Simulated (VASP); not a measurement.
# Pd (Pm-3n) in VASP: single point with BLYP

Aim: the single point of Pd with BLYP.

All numbers are computed with VASP 6.6.1; they aren't measurements. Logs are shortened: lines on timing, memory, paths and dates and some standing lists are left out, and cuts for length are marked.

**1. The cell of the first run**

It takes space group Pm-3n (No. 223, cubic). The conventional cell has a = 5.122 Å, b = 5.122 Å, c = 5.122 Å, α = 90.00°, β = 90.00°, γ = 90.00°. Pd (site symmetry m-3) has 12 Pd at 2.86 Å within 3.8 Å. Pd (site symmetry -4m2) has 14 Pd at 2.56 to 3.14 Å within 3.4 Å.

**2. Single point, BLYP, collinear spin**

File INCAR:

```
PREC = Accurate
ENCUT = 500
EDIFF = 1E-6
ISMEAR = -1
SIGMA = 0.05
LREAL = F
LASPH = T
NELM = 200
ALGO = Normal
ISIF = 2
LWAVE = F
LCHARG = F
ISPIN = 2
MAGMOM = 0.5 0.5 0.5 0.5 0.5 0.5 0.5 0.5
LORBIT = 11
LMAXMIX = 4
GGA = B5
ALDAX = 1.0
AGGAX = 1.0
AGGAC = 1.0
ALDAC = 0.0
NBANDS = 54
GGA_COMPAT = F
```

File KPOINTS:

```
Automatic mesh
0
Gamma
  5 5 5
```

File POSCAR:

```
Pd
1.0
    5.1219636997      0.0000000000      0.0000000000
    0.0000000000      5.1219636997      0.0000000000
    0.0000000000      0.0000000000      5.1219636997
Pd
8
Direct
    1.0000000000      0.0000000000      0.0000000000
    0.5000000000      0.5000000000      0.5000000000
    0.2500000000      1.0000000000      0.5000000000
    0.7500000000      0.0000000000      0.5000000000
    0.5000000000      0.2500000000      0.0000000000
    0.5000000000      0.7500000000      0.0000000000
    0.0000000000      0.5000000000      0.2500000000
    0.0000000000      0.5000000000      0.7500000000
```

Potentials or basis: VASP PAW PBE potentials, release 64 (Pd).

The run is started by

```bash
$ cat potpaw_PBE.64/Pd/POTCAR > POTCAR
$ mpirun -np 1 vasp_std > vasp.out
```

OUTCAR:

```text
PREC = Accurate
   ENCUT = 500
   EDIFF = 1E-6
   ISMEAR = -1
   LREAL = F
   LASPH = T
   NELM = 200
   ISIF = 2
   ISPIN = 2
   LORBIT = 11
   GGA = B5

 ion  position               nearest neighbor table
   1  0.000  0.000  0.000-   3 2.86   4 2.86   5 2.86   6 2.86   7 2.86   8 2.86   3 2.86   4 2.86
                             7 2.86   8 2.86   5 2.86   6 2.86
   2  0.500  0.500  0.500-   3 2.86   4 2.86   5 2.86   6 2.86   7 2.86   8 2.86   5 2.86   6 2.86
                             3 2.86   4 2.86   7 2.86   8 2.86
   3  0.250  0.000  0.500-   4 2.56   4 2.56   1 2.86   1 2.86   2 2.86   2 2.86   8 3.14   5 3.14
                             5 3.14   6 3.14   6 3.14   7 3.14   8 3.14   7 3.14
   4  0.750  0.000  0.500-   3 2.56   3 2.56   1 2.86   1 2.86   2 2.86   2 2.86   8 3.14   5 3.14
                             5 3.14   6 3.14   6 3.14   7 3.14   8 3.14   7 3.14
   5  0.500  0.250  0.000-   6 2.56   6 2.56   1 2.86   2 2.86   2 2.86   1 2.86   8 3.14   4 3.14
                             3 3.14   4 3.14   3 3.14   7 3.14   7 3.14   8 3.14
   6  0.500  0.750  0.000-   5 2.56   5 2.56   1 2.86   2 2.86   2 2.86   1 2.86   8 3.14   4 3.14
                             3 3.14   4 3.14   3 3.14   7 3.14   7 3.14   8 3.14
   7  0.000  0.500  0.250-   8 2.56   8 2.56   1 2.86   2 2.86   1 2.86   2 2.86   3 3.14   4 3.14
                             5 3.14   3 3.14   4 3.14   6 3.14   5 3.14   6 3.14
   8  0.000  0.500  0.750-   7 2.56   7 2.56   1 2.86   2 2.86   1 2.86   2 2.86   3 3.14   4 3.14
                             5 3.14   3 3.14   4 3.14   6 3.14   5 3.14   6 3.14

  LATTYP: Found a simple cubic cell.
 ALAT       =     5.1219636997

  Lattice vectors:

 A1 = (   5.1219636997,   0.0000000000,   0.0000000000)
 A2 = (   0.0000000000,   5.1219636997,   0.0000000000)
 A3 = (   0.0000000000,   0.0000000000,   5.1219636997)

Analysis of symmetry for initial positions (statically):
=====================================================================
 Subroutine PRICEL returns:
 Original cell was already a primitive cell.

 Routine SETGRP: Setting up the symmetry group for a
 simple cubic supercell.

 Subroutine GETGRP returns: Found 48 space group operations
 (whereof 24 operations were pure point group operations)
 out of a pool of 48 trial point group operations.

The static configuration has the point symmetry T_h .
 The point group associated with its full space group is O_h .

Analysis of symmetry for dynamics (positions and initial velocities):
=====================================================================
 Subroutine PRICEL returns:
 Original cell was already a primitive cell.

 Routine SETGRP: Setting up the symmetry group for a
 simple cubic supercell.

 Subroutine GETGRP returns: Found 48 space group operations
 (whereof 24 operations were pure point group operations)
 out of a pool of 48 trial point group operations.

The dynamic configuration has the point symmetry T_h .
 The point group associated with its full space group is O_h .

Analysis of structural, dynamic, and magnetic symmetry:
=====================================================================
 Subroutine PRICEL returns:
 Original cell was already a primitive cell.

 Routine SETGRP: Setting up the symmetry group for a
 simple cubic supercell.

 Subroutine GETGRP returns: Found 48 space group operations
 (whereof 24 operations were pure point group operations)
 out of a pool of 48 trial point group operations.

The overall configuration has the point symmetry T_h .
 The point group associated with its full space group is O_h .

 Subroutine INISYM returns: Found 48 space group operations
 (whereof 24 operations are pure point group operations),
 and found     1 'primitive' translations

----------------------------------------------------------------------------------------

                                     Primitive cell

  volume of cell :     134.3722

  direct lattice vectors                    reciprocal lattice vectors
     5.121963700  0.000000000  0.000000000     0.195237620  0.000000000  0.000000000
     0.000000000  5.121963700  0.000000000     0.000000000  0.195237620  0.000000000
     0.000000000  0.000000000  5.121963700     0.000000000  0.000000000  0.195237620

  length of vectors
     5.121963700  5.121963700  5.121963700     0.195237620  0.195237620  0.195237620

  position of ions in fractional coordinates (direct lattice)
     0.000000000  0.000000000  0.000000000
     0.500000000  0.500000000  0.500000000
     0.250000000  0.000000000  0.500000000
     0.750000000  0.000000000  0.500000000
     0.500000000  0.250000000  0.000000000
     0.500000000  0.750000000  0.000000000
     0.000000000  0.500000000  0.250000000
     0.000000000  0.500000000  0.750000000

  ion indices of the primitive-cell ions
   primitive index   ion index
                 1           1
                 2           2
                 3           3
                 4           4
                 5           5
                 6           6
                 7           7
                 8           8

----------------------------------------------------------------------------------------

 KPOINTS: Automatic mesh

Automatic generation of k-mesh.
 Grid dimensions read from file:
 generate k-points for:    5    5    5

 Generating k-lattice:

  Cartesian coordinates                     Fractional coordinates (reciprocal lattice)
     0.039047524  0.000000000  0.000000000     0.200000000  0.000000000  0.000000000
     0.000000000  0.039047524  0.000000000     0.000000000  0.200000000  0.000000000
     0.000000000  0.000000000  0.039047524     0.000000000  0.000000000  0.200000000

  Length of vectors
     0.039047524  0.039047524  0.039047524

  Shift w.r.t. Gamma in fractional coordinates (k-lattice)
     0.000000000  0.000000000  0.000000000

 Subroutine IBZKPT returns following result:
 ===========================================

 Found     10 irreducible k-points:

 Following reciprocal coordinates:
            Coordinates               Weight
  0.000000  0.000000  0.000000      1.000000
  0.200000  0.000000  0.000000      6.000000
  0.400000  0.000000  0.000000      6.000000
  0.200000  0.200000  0.000000     12.000000
  0.400000  0.200000  0.000000     24.000000
  0.400000  0.400000  0.000000     12.000000
  0.200000  0.200000  0.200000      8.000000
  0.400000  0.200000  0.200000     24.000000
  0.400000  0.400000  0.200000     24.000000
  0.400000  0.400000  0.400000      8.000000
   k-points           NKPTS =     10   k-points in BZ     NKDIM =     10   number of bands    NBANDS=     54
   number of dos      NEDOS =    301   number of ions     NIONS =      8
   total plane-waves  NPLWV =  64000
   dimension x,y,z NGX =    40 NGY =   40 NGZ =   40
   dimension x,y,z NGXF=    80 NGYF=   80 NGZF=   80
   ions per type =               8
   NGX,Y,Z   is equivalent  to a cutoff of  12.98, 12.98, 12.98 a.u.
   NGXF,Y,Z  is equivalent  to a cutoff of  25.97, 25.97, 25.97 a.u.
 SYSTEM =  unknown system
   PREC   = accura    normal or accurate (medium, high low for compatibility)
   ISTART =      0    job   : 0-new  1-cont  2-samecut
   ICHARG =      2    charge: 1-file 2-atom 10-const
   ISPIN  =      2    spin polarized calculation?
   LNONCOLLINEAR =      F non collinear calculations
   LSORBIT =      F    spin-orbit coupling
   LASPH  =      T    aspherical Exc in radial PAW
   ENCUT  =  500.0 eV  36.75 Ry    6.06 a.u.   9.34  9.34  9.34*2*pi/ulx,y,z
   NELM   =    200;   NELMIN=  2; NELMDL= -5     # of ELM steps
   EDIFF  = 0.1E-05   stopping-criterion for ELM
   LREAL  =      F    real-space projection
   EDIFFG = 0.1E-04   stopping-criterion for IOM
   NSW    =      0    number of steps for IOM
   IBRION =     -1    ionic relax: 0-MD 1-quasi-New 2-CG
   NFREE  =      0    steps in history (QN), initial steepest desc. (CG)
   ISIF   =      2    stress and relaxation
   ISYM   =      2    0-nonsym 1-usesym 2-fastsym
   POTIM  = 0.5000    time-step for ionic-motion
   TEBEG  =    0.0;   TEEND  =   0.0 temperature during run
   PSTRESS=    0.0 pullay stress
   NELECT =      80.0000    total number of electrons
   NUPDOWN=      -1.0000    fix difference up-down
   EMIN   =  10.00;   EMAX   =-10.00  energy-range for DOS
   EFERMI =   0.00;   METHOD = LEGACY
   ISMEAR =    -1;   SIGMA  =   0.05  broadening in eV -4-tet -1-fermi 0-gaus
   EFERMI_NEDOS =   21; number of points for ismear=-14 and -15
   IALGO  =     38    algorithm
   IMIX   =      4    mixing-type and parameters
     AMIX     =   0.40;   BMIX     =  1.00
     AMIX_MAG =   1.60;   BMIX_MAG =  1.00
  volume/ion in A,a.u.               =      16.80       113.35
  Fermi-wavevector in a.u.,A,eV,Ry     =   1.377215  2.602558 25.806448  1.896720
  Thomas-Fermi vector in A             =   2.502388
   LORBIT       =     11    0 simple, 1 ext, 2 COOP (PROOUT), +10 PAW based schemes
   GGA     = B5    functional components
   LHFCALC =     F    Hartree Fock is set to
   AEXX    =    0.0000 exact exchange contribution
   IVDW    =     0    specifies the selected vdW correction
   LEPSILON=     F    determine dielectric tensor
   LRPA    =     F    only Hartree local field effects (RPA)
 spin polarized calculation
  energy-cutoff  :      500.00
  volume of cell :      134.37
 maximum number of plane-waves:      3438
 NGX is ok and might be reduce to    40
   NGX = 19   NGY = 19   NGZ = 19

 number of electron      79.9999994 magnetization       0.0053469

 Free energy of the ion-electron system (eV)
  ---------------------------------------------------
  ext. energy  EPLUGINS =         0.00000000
  ---------------------------------------------------
  free energy    TOTEN  =       -34.27995856 eV

  energy without entropy =      -34.15392996  energy(sigma->0) =      -34.21694426

 E-fermi :   8.2382     XC(G=0): -11.7641

 val. band max:        8.2144487445   @ k =   0.4000   0.0000   0.0000
 cond. band min:       8.2640369022   @ k =   0.4000   0.0000   0.0000
 fundamental gap:      0.0495881578
 Fermi energy:         8.2381670351

 spin component 1

 k-point     1 :       0.0000    0.0000    0.0000
  band No.  band energies     occupation
      1       2.1833      1.00000
      2       3.6838      1.00000
      3       3.6838      1.00000
      4       4.3549      1.00000
      5       4.5144      1.00000
      6       4.5144      1.00000
[... 44 lines left out ...]
     51      17.0854      0.00000
     52      17.0854      0.00000
[... 493 lines left out ...]
     51      19.2707      0.00000
     52      19.9777      0.00000
 Fermi energy:         8.2381670351

 spin component 2

 k-point     1 :       0.0000    0.0000    0.0000
  band No.  band energies     occupation
      1       2.1834      1.00000
      2       3.6841      1.00000
      3       3.6841      1.00000
      4       4.3553      1.00000
      5       4.5147      1.00000
      6       4.5147      1.00000
[... 44 lines left out ...]
     51      17.0856      0.00000
     52      17.0856      0.00000
[... 493 lines left out ...]
     51      19.2709      0.00000
     52      19.9778      0.00000
 [bands above 52 left out]

------------------------ aborting loop because EDIFF is reached ----------------------------------------

  FORCE on cell =-STRESS in cart. coord.  units (eV):
  Direction    XX          YY          ZZ          XY          YZ          ZX
  --------------------------------------------------------------------------------------
  -------------------------------------------------------------------------------------
  Total        0.2203543      0.2203543      0.2203543     -0.0000000     -0.0000000     -0.0000000
  in kB        2.6273784      2.6273784      2.6273784     -0.0000000     -0.0000000     -0.0000000
  external PRESSURE =       2.6273784 kB  Pullay stress =       0.0000000 kB

 VOLUME and BASIS-vectors are now :
 -----------------------------------------------------------------------------
  energy-cutoff  :      500.00
  volume of cell :      134.37
      direct lattice vectors                 reciprocal lattice vectors
     5.121963700  0.000000000  0.000000000     0.195237620  0.000000000  0.000000000
     0.000000000  5.121963700  0.000000000     0.000000000  0.195237620  0.000000000
     0.000000000  0.000000000  5.121963700     0.000000000  0.000000000  0.195237620

 POSITION                                       TOTAL-FORCE (eV/Angst)
 -----------------------------------------------------------------------------------
      0.00000      0.00000      0.00000        -0.000000     -0.000000     -0.000000
      2.56098      2.56098      2.56098        -0.000000     -0.000000     -0.000000
      1.28049      0.00000      2.56098         0.000000     -0.000000     -0.000000
      3.84147      0.00000      2.56098        -0.000000      0.000000      0.000000
      2.56098      1.28049      0.00000         0.000000     -0.000000     -0.000000
      2.56098      3.84147      0.00000        -0.000000      0.000000      0.000000
      0.00000      2.56098      1.28049        -0.000000      0.000000     -0.000000
      0.00000      2.56098      3.84147        -0.000000     -0.000000     -0.000000
 -----------------------------------------------------------------------------------
    total drift:                               -0.000000     -0.000000      0.000000

  FREE ENERGIE OF THE ION-ELECTRON SYSTEM (eV)
  ---------------------------------------------------
  free  energy   TOTEN  =       -34.2799585643 eV

  energy  without entropy=      -34.1539299589  energy(sigma->0) =      -34.21694426

 total charge

# of ion       s       p       d       tot
------------------------------------------
    1        0.419   0.355   8.491   9.265
    2        0.419   0.355   8.491   9.265
    3        0.418   0.344   8.522   9.284
    4        0.418   0.344   8.522   9.284
    5        0.418   0.344   8.522   9.284
    6        0.418   0.344   8.522   9.284
    7        0.418   0.344   8.522   9.284
    8        0.418   0.344   8.522   9.284
--------------------------------------------------
tot          3.350   2.772  68.114  74.236

 magnetization (x)

# of ion       s       p       d       tot
------------------------------------------
    1        0.000  -0.000   0.001   0.001
    2        0.000  -0.000   0.001   0.001
    3        0.000  -0.000   0.000   0.000
    4        0.000  -0.000   0.000   0.000
    5        0.000  -0.000   0.000   0.000
    6        0.000  -0.000   0.000   0.000
    7        0.000  -0.000   0.000   0.000
    8        0.000  -0.000   0.000   0.000
--------------------------------------------------
tot          0.000  -0.000   0.004   0.004
```

Run time: 5.6 min. Hardware: 1 thread of Oxide Virtual Turin-like, shared host; peak memory 0.29 GiB.

What came out:

```yaml
Free_energy: -34.2800 eV
Pressure: 0.3 GPa
Band_gap_on_the_k_mesh: zero (filled and empty bands overlap)
Net_moment: 0.01 μB per cell
Valence_electrons_inside_the_program's_atomic_spheres: Pd 9.27, 9.28 (each value once)
```

Caveat: the PAW data sets were made with another functional, which shifts forces and pressure a little.

The gap in the log of VASP goes by the Fermi energy; the results here count the filled bands.